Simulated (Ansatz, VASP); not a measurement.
# ZnSe in VASP and in Ansatz

The input INCAR:

```
PREC = Accurate ; ENCUT = 520
EDIFF = 1E-6 ; ISMEAR = -1
SIGMA = 0.02 ; LREAL = F
LASPH = T ; NELM = 80
ALGO = Normal ; ISIF = 2
LWAVE = F ; LCHARG = F
GGA = PE ; NBANDS = 16
```

The input KPOINTS:

```
regular mesh
0
Gamma
  6 6 6
```

POSCAR

```
ZnSe
1.0
    0.0000000000      2.8700000000      2.8700000000
    2.8700000000      0.0000000000      2.8700000000
    2.8700000000      2.8700000000      0.0000000000
Zn Se
1 1
Direct
    0.0000000000      0.0000000000      0.0000000000
    0.2500000000      0.2500000000      0.2500000000
```

Input for Ansatz:

```yaml
crystal:
  lattice:
    - [0, 2.87, 2.87]
    - [2.87, 0, 2.87]
    - [2.87, 2.87, 0]
  atoms:
    - { symbol: Zn, position: [0, 0, 0] }
    - { symbol: Se, position: [0.25, 0.25, 0.25] }
kpoints:
  mp_grid: { grid: [6, 6, 6] }
hamiltonian:
  xc: pbe
  pseudopotentials: { kind: paw, source: ansatz }
scf:
  occupations: { method: fermi_dirac, width: 0.02 }
  convergence: { dr2_threshold: "1e-10 eV" }
  max_iter: 300
output:
  forces: true
  stress: true
  eigenvalues: true
```

Alike in both runs: task single point; functional PBE; k mesh 6 × 6 × 6; occupations fermi-dirac, width 0.02 eV; no spin polarisation.

|  | VASP | Ansatz |
| --- | --- | --- |
| version | VASP 6.6.1 | Ansatz 0.2.0 development build |
| potentials or method | VASP PAW PBE potentials, release 64 (Zn, Se) | plane waves |
| plane-wave cutoff (eV) | 520 | 660 |
| valence electrons in the cell | 18 | 36 |

|  | VASP | Ansatz | Ansatz less VASP |
| --- | --- | --- | --- |
| gap on the k mesh at the Fermi level (eV) | 1.14 | 1.14 | +0.001 |

VASP's potentials hold 18 valence electrons a cell and Ansatz's 36, so a difference there can come from the potentials and not from the codes.
